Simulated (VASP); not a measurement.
Runs of VASP 6.6.1 on B. The structure is that of space group Fm-3m (No. 225), or close to it. The cells are those of the table. 

| task | level | cell | k mesh | cutoff (eV) | grid for exact exchange (PRECFOCK) | gap on the mesh (eV) | pressure (GPa) |
| --- | --- | --- | --- | --- | --- | --- | --- |
| single point | r2SCAN | a = 2.019 Å, angles 60.0°, 1 atom | 10 × 10 × 10 | 520 | - | none | (a) |
| single point | r2SCAN0 | a = 2.019 Å, angles 60.0°, 1 atom | 10 × 10 × 10 | 520 | Normal | none | -3.5 |
| single point | r2SCAN | a = 2.019 Å, angles 60.0°, 1 atom | 31 × 31 × 31 | 520 | - | none | -0.3 |
| single point | r2SCAN | a = 2.097 Å, angles 60.0°, 1 atom | 21 × 21 × 21 | 520 | - | none | (b) |
| single point | r2SCAN | a = 2.046 Å, angles 60.0°, 1 atom | 21 × 21 × 21 | 520 | - | none | -10.5 |
| relaxation of cell and atoms | r2SCAN | relaxed from a = 2.101 Å, angles 60.0°, 1 atom | 18 × 18 × 18 | 600 | - | none | 0.0 |
| single point | r2SCAN | a = 2.072 Å, angles 60.0°, 1 atom | 21 × 21 × 21 | 520 | - | none | -18.9 |
| single point | r2SCAN | a = 2.019 Å, angles 60.0°, 1 atom | 18 × 18 × 18 | 520 | - | none | -0.3 |

Alike in all rows: potentials or basis VASP PAW PBE potentials, release 64 (B); no spin polarisation; smearing fermi-dirac 0.1 eV.

Task: Estimate the missing entries.

Result: (a) -0.9; (b) -25.9.

Caveats: some runs use coarse meshes; the PAW data sets were made with another functional, which shifts forces and pressure a little.

A gap of «none» marks levels without a gap at the run's occupations.
